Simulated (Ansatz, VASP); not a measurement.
**One calculation of KCaIn2, two programs**

INCAR

```
SYSTEM = KCaIn2
PREC = Accurate
ENCUT = 520
EDIFF = 1E-6
ISMEAR = -1
SIGMA = 0.0401
LREAL = .FALSE.
LASPH = .TRUE.
NELM = 80
ALGO = Normal
ISIF = 2
LWAVE = .FALSE.
LCHARG = .FALSE.
GGA = PS
NBANDS = 55
```

File KPOINTS:

```
Automatic mesh
0
G
  5 5 4
  0 0 0
```

Contents of POSCAR:

```
KCaIn2
1.0
    4.7998740000      0.0000000000      0.0000000000
    2.3999370000     -5.6523550000      0.0000000000
    0.0000000000      0.0000000000     -7.9903940000
In K Ca
4 2 2
Direct
    0.3641800000      0.2716400000      0.9487100000
    0.6358200000      0.7283600000      0.4487100000
    0.6358200000      0.7283600000      0.0512900000
    0.3641800000      0.2716400000      0.5512900000
    0.7884300000      0.4231400000      0.7500000000
    0.2115700000      0.5768600000      0.2500000000
    0.0745100000      0.8509800000      0.7500000000
    0.9254900000      0.1490200000      0.2500000000
```

Input for Ansatz:

```yaml
crystal:
  lattice:
    - [4.799874, 0.0, 0.0]
    - [2.399937, -5.652355, 0.0]
    - [0.0, 0.0, -7.990394]
  atoms:
    - { symbol: In, position: [0.36418, 0.27164, 0.94871] }
    - { symbol: In, position: [0.63582, 0.72836, 0.44871] }
    - { symbol: In, position: [0.63582, 0.72836, 0.05129] }
    - { symbol: In, position: [0.36418, 0.27164, 0.55129] }
    - { symbol: K, position: [0.78843, 0.42314, 0.75] }
    - { symbol: K, position: [0.21157, 0.57686, 0.25] }
    - { symbol: Ca, position: [0.07451, 0.85098, 0.75] }
    - { symbol: Ca, position: [0.92549, 0.14902, 0.25] }
  symmetry: { tolerance: 0.0003 }
kpoints:
  mp_grid: { grid: [5, 5, 4], shift: [0, 0, 0] }
magnetization:
  spin_polarized: false
scf:
  occupations: { method: fermi_dirac, width: 0.0401 }
hamiltonian:
  pseudopotentials: { kind: paw }
  xc: pbesol
basis:
  ecutwfc: 420
  ecutrho_ratio: 12
output:
  forces: true
  stress: true
  eigenvalues: true
```

Alike in both runs: task single point; functional PBEsol; k mesh 5 × 5 × 4; occupations fermi-dirac, width 0.0401 eV; no spin polarisation.

```csv
,VASP,Ansatz
version,VASP 6.6.1,Ansatz 0.2.0
potentials or method,"VASP PAW PBE potentials, release 64 (In_d, K_sv, Ca_sv), cutoff 520 eV",PAW plane waves
valence electrons in the cell,90,90
```

VASP gave:

* gap on the k mesh at the Fermi level (eV): none
* pressure (GPa): 6.0
* traceless stress, the component that is largest in VASP (GPa): -2.75
* rms of the force components (eV/Å): 0.425

Q: Estimate Ansatz's values.

A: gap on the k mesh at the Fermi level (eV): none; pressure (GPa): 5.9; traceless stress, the component that is largest in VASP (GPa): -2.71; rms of the force components (eV/Å): 0.421.

VASP's potentials were made for PBE, not for PBEsol. Atom by atom the forces differ by 0.004 eV/Å (rms over components). A gap of «none» marks a metal or a gap that the smearing closes. The functional is the same, so the differences come from potentials, cutoffs and numerics.
